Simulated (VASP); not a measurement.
# K7F8 (a cell with a defect) in VASP: a series of runs

The runs below take K7F8 (a cell with a defect) through single point, with PBE.

Program: VASP 6.6.1. These are calculated values, not measurements. Logs are shortened: lines on timing, memory, paths and dates and some standing lists are left out, and cuts for length are marked.

## 1. The cell of the first run

The cell holds a defect, 15 atoms: a = 7.664 Å, b = 7.664 Å, c = 7.664 Å, α = 60.00°, β = 60.00°, γ = 60.00°.

## 2. Single point, PBE (atoms taken out, then relaxed in part)

INCAR reads:

```
PREC = Accurate ; ENCUT = 520
EDIFF = 1E-6 ; ISMEAR = 0
SIGMA = 0.05 ; LREAL = False
LASPH = True ; NELM = 120
ALGO = Normal ; ISIF = 2
LWAVE = False ; LCHARG = False
GGA = PE ; NELECT = 120.0
NBANDS = 72 ; GGA_COMPAT = False
```

KPOINTS reads:

```
Automatic mesh
0
Gamma
  4 4 4
```

POSCAR reads:

```
K7F8
1.0
    0.0000000000      5.4191884945     -5.4191884945
    5.4191884945      5.4191884945      0.0000000000
    5.4191884945      0.0000000000     -5.4191884945
K F
7 8
Direct
    0.5000000000      0.0000000000      0.0000000000
    1.0000000000      0.5000000000      0.0000000000
    1.0000000000      0.0000000000      0.0000000000
    0.5000000000      0.5000000000      0.5000000000
    0.5000000000      0.0000000000      0.5000000000
    1.0000000000      0.5000000000      0.5000000000
    1.0000000000      0.0000000000      0.5000000000
    0.2374921420      0.7625078580      0.2625078580
    0.2374921420      0.2374921420      0.2625078580
    0.7500000000      0.7500000000      0.2500000000
    0.7625078580      0.2374921420      0.2625078580
    0.2374921420      0.7625078580      0.7374921420
    0.2500000000      0.2500000000      0.7500000000
    0.7625078580      0.7625078580      0.7374921420
    0.7625078580      0.2374921420      0.7374921420
```

Potentials or basis: VASP PAW PBE potentials, release 64 (K_sv, F).

The run is started by

```bash
$ cat potpaw_PBE.64/K_sv/POTCAR potpaw_PBE.64/F/POTCAR > POTCAR
$ mpirun -np 1 vasp_std > vasp.out
```

OUTCAR:

```text
PREC = Accurate
   ENCUT = 520
   EDIFF = 1E-6
   ISMEAR = 0
   LREAL = False
   LASPH = True
   NELM = 120
   ISIF = 2
   GGA = PE
   NELECT = 120.0

 ion  position               nearest neighbor table
   1  0.500  0.000  0.000-  10 2.71  13 2.71   8 2.71   9 2.71  14 2.71  15 2.71
   2  0.000  0.500  0.000-  10 2.71  13 2.71  11 2.71  12 2.71   9 2.71  14 2.71
   3  0.000  0.000  0.000-  10 2.71  13 2.71  11 2.71  12 2.71   8 2.71  15 2.71
   4  0.500  0.500  0.500-  10 2.71  13 2.71  11 2.71  12 2.71   8 2.71  15 2.71
   5  0.500  0.000  0.500-  10 2.71  13 2.71  11 2.71  12 2.71   9 2.71  14 2.71
   6  0.000  0.500  0.500-  10 2.71  13 2.71   8 2.71   9 2.71  14 2.71  15 2.71
   7  0.000  0.000  0.500-   8 2.57   9 2.57  11 2.57  12 2.57  14 2.57  15 2.57
   8  0.237  0.763  0.263-   7 2.57   3 2.71   4 2.71   6 2.71   1 2.71
   9  0.237  0.237  0.263-   7 2.57   2 2.71   5 2.71   6 2.71   1 2.71
  10  0.750  0.750  0.250-   1 2.71   2 2.71   3 2.71   4 2.71   5 2.71   6 2.71
  11  0.763  0.237  0.263-   7 2.57   3 2.71   4 2.71   5 2.71   2 2.71
  12  0.237  0.763  0.737-   7 2.57   3 2.71   4 2.71   5 2.71   2 2.71
  13  0.250  0.250  0.750-   1 2.71   2 2.71   3 2.71   4 2.71   5 2.71   6 2.71
  14  0.763  0.763  0.737-   7 2.57   2 2.71   5 2.71   6 2.71   1 2.71
  15  0.763  0.237  0.737-   7 2.57   3 2.71   4 2.71   6 2.71   1 2.71

  LATTYP: Found a face centered cubic cell.
 ALAT       =    10.8383769890

  Lattice vectors:

 A1 = (   0.0000000000,   5.4191884945,  -5.4191884945)
 A2 = (   5.4191884945,   5.4191884945,   0.0000000000)
 A3 = (   5.4191884945,   0.0000000000,  -5.4191884945)

Analysis of symmetry for initial positions (statically):
=====================================================================
 Subroutine PRICEL returns:
 Original cell was already a primitive cell.

 Routine SETGRP: Setting up the symmetry group for a
 face centered cubic supercell.

 Subroutine GETGRP returns: Found 48 space group operations
 (whereof  8 operations were pure point group operations)
 out of a pool of 48 trial point group operations.

The static configuration has the point symmetry D_2h.
 The point group associated with its full space group is O_h .

Analysis of symmetry for dynamics (positions and initial velocities):
=====================================================================
 Subroutine PRICEL returns:
 Original cell was already a primitive cell.

 Routine SETGRP: Setting up the symmetry group for a
 face centered cubic supercell.

 Subroutine GETGRP returns: Found 48 space group operations
 (whereof  8 operations were pure point group operations)
 out of a pool of 48 trial point group operations.

The dynamic configuration has the point symmetry D_2h.
 The point group associated with its full space group is O_h .

 Subroutine INISYM returns: Found 48 space group operations
 (whereof  8 operations are pure point group operations),
 and found     1 'primitive' translations

----------------------------------------------------------------------------------------

                                     Primitive cell

  volume of cell :     318.2972

  direct lattice vectors                    reciprocal lattice vectors
     0.000000000  5.419188495 -5.419188495    -0.092264737  0.092264737 -0.092264737
     5.419188495  5.419188495  0.000000000     0.092264737  0.092264737  0.092264737
     5.419188495  0.000000000 -5.419188495     0.092264737 -0.092264737 -0.092264737

  length of vectors
     7.663889866  7.663889866  7.663889866     0.159807212  0.159807212  0.159807212

  position of ions in fractional coordinates (direct lattice)
     0.500000000  0.000000000  0.000000000
     0.000000000  0.500000000  0.000000000
     0.000000000  0.000000000  0.000000000
     0.500000000  0.500000000  0.500000000
     0.500000000  0.000000000  0.500000000
     0.000000000  0.500000000  0.500000000
     0.000000000  0.000000000  0.500000000
     0.237492142  0.762507858  0.262507858
     0.237492142  0.237492142  0.262507858
     0.750000000  0.750000000  0.250000000
     0.762507858  0.237492142  0.262507858
     0.237492142  0.762507858  0.737492142
     0.250000000  0.250000000  0.750000000
     0.762507858  0.762507858  0.737492142
     0.762507858  0.237492142  0.737492142

  ion indices of the primitive-cell ions
   primitive index   ion index
                 1           1
                 2           2
                 3           3
                 4           4
                 5           5
                 6           6
                 7           7
                 8           8
                 9           9
                10          10
                11          11
                12          12
                13          13
                14          14
                15          15

----------------------------------------------------------------------------------------

 KPOINTS: Automatic mesh

Automatic generation of k-mesh.
 Grid dimensions read from file:
 generate k-points for:    4    4    4

 Generating k-lattice:

  Cartesian coordinates                     Fractional coordinates (reciprocal lattice)
    -0.023066184  0.023066184 -0.023066184     0.250000000  0.000000000  0.000000000
     0.023066184  0.023066184  0.023066184     0.000000000  0.250000000  0.000000000
     0.023066184 -0.023066184 -0.023066184     0.000000000  0.000000000  0.250000000

  Length of vectors
     0.039951803  0.039951803  0.039951803

  Shift w.r.t. Gamma in fractional coordinates (k-lattice)
     0.000000000  0.000000000  0.000000000

 Subroutine IBZKPT returns following result:
 ===========================================

 Found      8 irreducible k-points:

 Following reciprocal coordinates:
            Coordinates               Weight
  0.000000  0.000000  0.000000      1.000000
  0.250000  0.000000  0.000000      8.000000
  0.500000  0.000000  0.000000      4.000000
  0.250000  0.250000  0.000000      6.000000
  0.500000  0.250000  0.000000     24.000000
 -0.250000  0.250000  0.000000     12.000000
  0.500000  0.500000  0.000000      3.000000
 -0.250000  0.500000  0.250000      6.000000
   k-points           NKPTS =      8   k-points in BZ     NKDIM =      8   number of bands    NBANDS=     72
   number of dos      NEDOS =    301   number of ions     NIONS =     15
   total plane-waves  NPLWV = 216000
   dimension x,y,z NGX =    60 NGY =   60 NGZ =   60
   dimension x,y,z NGXF=   120 NGYF=  120 NGZF=  120
   ions per type =               7   8
   NGX,Y,Z   is equivalent  to a cutoff of  13.02, 13.02, 13.02 a.u.
   NGXF,Y,Z  is equivalent  to a cutoff of  26.03, 26.03, 26.03 a.u.
 SYSTEM =  unknown system
   PREC   = accura    normal or accurate (medium, high low for compatibility)
   ISTART =      0    job   : 0-new  1-cont  2-samecut
   ICHARG =      2    charge: 1-file 2-atom 10-const
   ISPIN  =      1    spin polarized calculation?
   LNONCOLLINEAR =      F non collinear calculations
   LSORBIT =      F    spin-orbit coupling
   LASPH  =      T    aspherical Exc in radial PAW
   ENCUT  =  520.0 eV  38.22 Ry    6.18 a.u.  14.25 14.25 14.25*2*pi/ulx,y,z
   NELM   =    120;   NELMIN=  2; NELMDL= -5     # of ELM steps
   EDIFF  = 0.1E-05   stopping-criterion for ELM
   LREAL  =      F    real-space projection
   EDIFFG = 0.1E-04   stopping-criterion for IOM
   NSW    =      0    number of steps for IOM
   IBRION =     -1    ionic relax: 0-MD 1-quasi-New 2-CG
   NFREE  =      0    steps in history (QN), initial steepest desc. (CG)
   ISIF   =      2    stress and relaxation
   ISYM   =      2    0-nonsym 1-usesym 2-fastsym
   POTIM  = 0.5000    time-step for ionic-motion
   TEBEG  =    0.0;   TEEND  =   0.0 temperature during run
   PSTRESS=    0.0 pullay stress
   NELECT =     120.0000    total number of electrons
   NUPDOWN=      -1.0000    fix difference up-down
   EMIN   =  10.00;   EMAX   =-10.00  energy-range for DOS
   EFERMI =   0.00;   METHOD = LEGACY
   ISMEAR =     0;   SIGMA  =   0.05  broadening in eV -4-tet -1-fermi 0-gaus
   EFERMI_NEDOS =   21; number of points for ismear=-14 and -15
   IALGO  =     38    algorithm
   IMIX   =      4    mixing-type and parameters
     AMIX     =   0.40;   BMIX     =  1.00
     AMIX_MAG =   1.60;   BMIX_MAG =  1.00
  volume/ion in A,a.u.               =      21.22       143.20
  Fermi-wavevector in a.u.,A,eV,Ry     =   1.182654  2.234892 19.030063  1.398670
  Thomas-Fermi vector in A             =   2.318904
   LORBIT       =      0    0 simple, 1 ext, 2 COOP (PROOUT), +10 PAW based schemes
   GGA     = PE    functional components
   LHFCALC =     F    Hartree Fock is set to
   AEXX    =    0.0000 exact exchange contribution
   IVDW    =     0    specifies the selected vdW correction
   LEPSILON=     F    determine dielectric tensor
   LRPA    =     F    only Hartree local field effects (RPA)
 non-spin polarized calculation
 Gauss-broadening in eV      SIGMA  =   0.05
  energy-cutoff  :      520.00
  volume of cell :      318.30
 maximum number of plane-waves:      8616
 NGX is ok and might be reduce to    60
   NGX = 29   NGY = 29   NGZ = 29

 number of electron     120.0000022 magnetization

 Free energy of the ion-electron system (eV)
  ---------------------------------------------------
  ext. energy  EPLUGINS =         0.00000000
  ---------------------------------------------------
  free energy    TOTEN  =       -62.89008179 eV

  energy without entropy =      -62.89008179  energy(sigma->0) =      -62.89008179

 E-fermi :  -2.8443     XC(G=0):  -7.8516

 val. band max:       -3.0881346675   @ k =  -0.2500   0.2500   0.0000
 cond. band min:       2.5671487629   @ k =   0.0000   0.0000   0.0000
 fundamental gap:      5.6552834304
 Fermi energy:        -2.8443177346

 k-point     1 :       0.0000    0.0000    0.0000
  band No.  band energies     occupation
      1     -29.8388      2.00000
      2     -29.7847      2.00000
      3     -29.7847      2.00000
      4     -29.7847      2.00000
      5     -29.7671      2.00000
      6     -29.7671      2.00000
[... 64 lines left out ...]
     71       6.8820      0.00000
     72       6.8821      0.00000

 k-point     2 :       0.2500    0.0000    0.0000
  band No.  band energies     occupation
      1     -29.8308      2.00000
      2     -29.7926      2.00000
      3     -29.7822      2.00000
      4     -29.7822      2.00000
      5     -29.7697      2.00000
      6     -29.7697      2.00000
[... 64 lines left out ...]
     71       6.6113      0.00000
     72       6.6140      0.00000

 k-point     3 :       0.5000    0.0000    0.0000
  band No.  band energies     occupation
      1     -29.8119      2.00000
      2     -29.8114      2.00000
      3     -29.7760      2.00000
      4     -29.7760      2.00000
      5     -29.7760      2.00000
      6     -29.7760      2.00000
[... 364 lines left out ...]
     71       6.3432      0.00000
     72       6.3432      0.00000

 k-point     8 :      -0.2500    0.5000    0.2500
  band No.  band energies     occupation
      1     -29.8046      2.00000
      2     -29.8046      2.00000
      3     -29.7880      2.00000
      4     -29.7876      2.00000
      5     -29.7712      2.00000
      6     -29.7712      2.00000
[... 64 lines left out ...]
     71       6.2624      0.00000
     72       6.2825      0.00000

------------------------ aborting loop because EDIFF is reached ----------------------------------------

  FORCE on cell =-STRESS in cart. coord.  units (eV):
  Direction    XX          YY          ZZ          XY          YZ          ZX
  --------------------------------------------------------------------------------------
  -------------------------------------------------------------------------------------
  Total        3.0189185      3.0189185      3.0189185      0.0000000     -0.0000000     -0.0000000
  in kB       15.1959972     15.1959972     15.1959972      0.0000000     -0.0000000     -0.0000000
  external PRESSURE =      15.1959972 kB  Pullay stress =       0.0000000 kB

 VOLUME and BASIS-vectors are now :
 -----------------------------------------------------------------------------
  energy-cutoff  :      520.00
  volume of cell :      318.30
      direct lattice vectors                 reciprocal lattice vectors
     0.000000000  5.419188495 -5.419188495    -0.092264737  0.092264737 -0.092264737
     5.419188495  5.419188495  0.000000000     0.092264737  0.092264737  0.092264737
     5.419188495  0.000000000 -5.419188495     0.092264737 -0.092264737 -0.092264737

 POSITION                                       TOTAL-FORCE (eV/Angst)
 -----------------------------------------------------------------------------------
      0.00000      2.70959     -2.70959         0.000000      0.000000      0.000000
      2.70959      2.70959      0.00000         0.000000      0.000000      0.000000
      0.00000      0.00000      0.00000        -0.000000      0.000000      0.000000
      5.41919      5.41919     -5.41919         0.000000      0.000000      0.000000
      2.70959      2.70959     -5.41919        -0.000000      0.000000      0.000000
      5.41919      2.70959     -2.70959         0.000000      0.000000      0.000000
      2.70959      0.00000     -2.70959         0.000000      0.000000      0.000000
      5.55475      5.41919     -2.70959        -0.013413      0.000000      0.000000
      2.70959      2.57403     -2.70959         0.000000      0.013413      0.000000
      5.41919      8.12878     -5.41919        -0.000000     -0.000000      0.000000
      2.70959      5.41919     -5.55475         0.000000      0.000000      0.013413
      8.12878      5.41919     -5.28362         0.000000      0.000000     -0.013413
      5.41919      2.70959     -5.41919         0.000000      0.000000      0.000000
      8.12878      8.26435     -8.12878         0.000000     -0.013413      0.000000
      5.28362      5.41919     -8.12878         0.013413      0.000000      0.000000
 -----------------------------------------------------------------------------------
    total drift:                                0.000000      0.000000      0.000000

  FREE ENERGIE OF THE ION-ELECTRON SYSTEM (eV)
  ---------------------------------------------------
  free  energy   TOTEN  =       -62.8900817893 eV

  energy  without entropy=      -62.8900817893  energy(sigma->0) =      -62.89008179
```

Run time: 3.9 min. Hardware: 1 thread of AMD EPYC 9R45 (Zen 5), shared host; peak memory 0.48 GiB.

What came out:

- Free energy: -62.8901 eV
- Largest force: 0.013 eV/Å

Forces in eV/Å, atoms in the order of the input:
```
K    0.000  0.000  0.000
K    0.000  0.000  0.000
K    0.000  0.000  0.000
K    0.000  0.000  0.000
K    0.000  0.000  0.000
K    0.000  0.000  0.000
K    0.000  0.000  0.000
F   -0.013  0.000  0.000
F    0.000  0.013  0.000
F    0.000  0.000  0.000
F    0.000  0.000  0.013
F    0.000  0.000 -0.013
F    0.000  0.000  0.000
F    0.000 -0.013  0.000
F    0.013  0.000  0.000
```

Caveat: the cell carries a net charge on a neutralising background, which shifts energy and pressure; the cell differs from its parent crystal (atoms taken out, then relaxed in part); the cell is charged against a uniform background, so pressure and absolute levels hang on convention.

(Part 1 of 2 ends here.)
